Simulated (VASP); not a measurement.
Here is a VASP 6.6.1 calculation.

Contents of INCAR:

```
SYSTEM = La
  PREC = Accurate
  ENCUT = 520
  EDIFF = 1E-6
  ISMEAR = -1
  SIGMA = 0.05
  LREAL = .FALSE.
  LASPH = .TRUE.
  NELM = 100
  ALGO = Normal
  ISIF = 2
  LWAVE = .FALSE.
  LCHARG = .FALSE.
  GGA = PS
  NBANDS = 18
```

The input KPOINTS:

```
regular mesh
0
G
  8 8 5
  0 0 0
```

File POSCAR:

```
La
1.0
    3.6993181115      0.0000000000      0.0000000000
   -1.8496590557      3.2037034612      0.0000000000
    0.0000000000      0.0000000000      5.9879629165
La
2
Direct
    0.6666666667      0.3333333333      0.7500000000
    0.3333333333      0.6666666667      0.2500000000
```

Potentials or basis: VASP PAW PBE potentials, release 64 (La).

The run is started by

```sh
$ cat potpaw_PBE.64/La/POTCAR > POTCAR
$ mpirun -np 1 vasp_std > vasp.out
```

Q: What does it give for the band gap on the k mesh?

A: Zero (band 11 reaches 9.28 eV, above the bottom of band 12 at 7.92 eV).

Q: What does it give for the pressure?

A: -0.5 GPa.

Stress tensor (GPa, compression positive):
```
-0.41  0.00  0.00
 0.00 -0.41  0.00
 0.00  0.00 -0.55
```

Caveat: the PAW data sets were made with another functional, which shifts forces and pressure a little; spin-orbit coupling is left out, which moves the levels of the heavy elements.
